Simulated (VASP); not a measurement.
A run of VASP 6.6.1 is set up as follows.

INCAR

```
SYSTEM = Mg9O8
ALGO = Normal
EDIFF = 1E-6
ENCUT = 520
ISIF = 2
ISMEAR = -1
LASPH = .True.
LCHARG = .False.
LREAL = Auto
LWAVE = .False.
NBANDS = 47
NELM = 100
PREC = Accurate
SIGMA = 0.02
```

KPOINTS

```
k-points
0
Gamma
  2 2 2
  0 0 0
```

POSCAR

```
Mg9O8
1.0
    0.0000000000      4.0110000000      4.0110000000
    4.0110000000      0.0000000000      4.0110000000
    4.0110000000      4.0110000000      0.0000000000
Mg O
9 8
Direct
   -0.0039017701      0.0066940912     -0.0183121416
   -0.0443654949      0.0241460982      0.5078409374
   -0.0436549489      0.5247070556      0.0245574670
   -0.0196958364      0.4605335328      0.5257541760
    0.4563201197     -0.0166542009      0.0488406881
    0.4727624034     -0.0323734729      0.5135502368
    0.4479306906      0.4956993269      0.0623410621
    0.6062453254      0.4635627026      0.4382822239
    0.1932061830      0.6220019945      0.5990900025
    0.2185115931      0.2442907006      0.2666791324
    0.2071553229      0.2298429319      0.7569434056
    0.1728995263      0.7819745699      0.2402144104
    0.2201695338      0.7536524557      0.7940164547
    0.7533906756      0.2691473448      0.2078908003
    0.7234480180      0.2684492645      0.7653079033
    0.7734106208      0.7827599102      0.2161431065
    0.7482174021      0.7733981551      0.7361755173
```

Potentials or basis: VASP PAW LDA potentials, release 64 (Mg, O).

Run with:

```sh
$ cat potpaw_LDA.64/Mg/POTCAR potpaw_LDA.64/O/POTCAR > POTCAR
$ mpirun -np 1 vasp_std > vasp.out
```

(1) What does it give for the largest force?

(2) Predict the band gap on the k mesh.

## Answers

(1) 3.997 eV/Å.

(2) 0.25 eV.

Caveat: the k points lie up to 0.68 Å⁻¹ apart.
